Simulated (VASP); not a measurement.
Here is a VASP 6.6.1 calculation.

File INCAR:

```
SYSTEM = MgO
  PREC = Accurate
  ENCUT = 520
  EDIFF = 1E-6
  ISMEAR = 0
  SIGMA = 0.05
  LREAL = .FALSE.
  LASPH = .TRUE.
  NELM = 80
  ALGO = Normal
  ISIF = 2
  LWAVE = .FALSE.
  LCHARG = .FALSE.
  GGA = PS
  NBANDS = 16
```

The input KPOINTS:

```
regular mesh
0
G
  9 9 6
  0 0 0
```

The input POSCAR:

```
MgO
1.0
    3.3034677759      0.0000000000      0.0000000000
   -1.6517338880      2.8608870145      0.0000000000
    0.0000000000      0.0000000000      5.0193881071
Mg O
2 2
Direct
    0.3178298098      0.6792501765      0.0036583441
    0.6821701902      0.3207498235      0.5036583441
    0.3477159798      0.6549929221      0.4009416559
    0.6522840202      0.3450070779      0.9009416559
```

Potentials or basis: VASP PAW PBE potentials, release 64 (Mg, O).

Launch:

```console
$ cat potpaw_PBE.64/Mg/POTCAR potpaw_PBE.64/O/POTCAR > POTCAR
$ mpirun -np 1 vasp_std > vasp.out
```

Estimate the pressure.

-0.4 GPa.

Predict the largest force.

0.246 eV/Å.

Estimate the band gap on the k mesh.

3.31 eV, direct.

Forces in eV/Å, atoms in the order of the input:
```
Mg   0.219 -0.105  0.038
Mg  -0.219  0.105  0.038
O   -0.154  0.079 -0.038
O    0.154 -0.079 -0.038
```

Caveat: the cell differs from its parent crystal (mode 4 frozen in at -0.072 Å and mode 5 at +0.036 Å (largest displacements)); the PAW data sets were made with another functional, which shifts forces and pressure a little. A k mesh can miss the band edges.
